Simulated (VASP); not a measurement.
Ge:

```xyz
2
Lattice="0.0000 2.8661 2.8661 2.8661 0.0000 2.8661 2.8661 2.8661 0.0000" Properties=species:S:1:pos:R:3 pbc="T T T"
Ge    4.2992    4.2992    4.2992
Ge    2.8661    2.8661    2.8661
```

Base run:

- Program: VASP 6.6.1
- Functional: PBE exchange alone
- Potentials or basis: VASP PAW PBE potentials, release 64 (Ge_d)
- Cutoff: 520 eV
- k mesh: 8 × 8 × 8
- Occupations: fermi-dirac, width 0.05 eV
- Spin: no spin polarisation

Its results: band gap on the k mesh zero (filled and empty bands touch); pressure 10.3 GPa.

The run is repeated on the same cell with these changes: functional from PBE exchange alone to SVWN5. What comes out?

Band gap on the k mesh zero (band 14 reaches 4.31 eV, above the bottom of band 15 at 4.24 eV); pressure -3.6 GPa.

Caveats: the PAW data sets were made with another functional, which shifts forces and pressure a little (some runs).
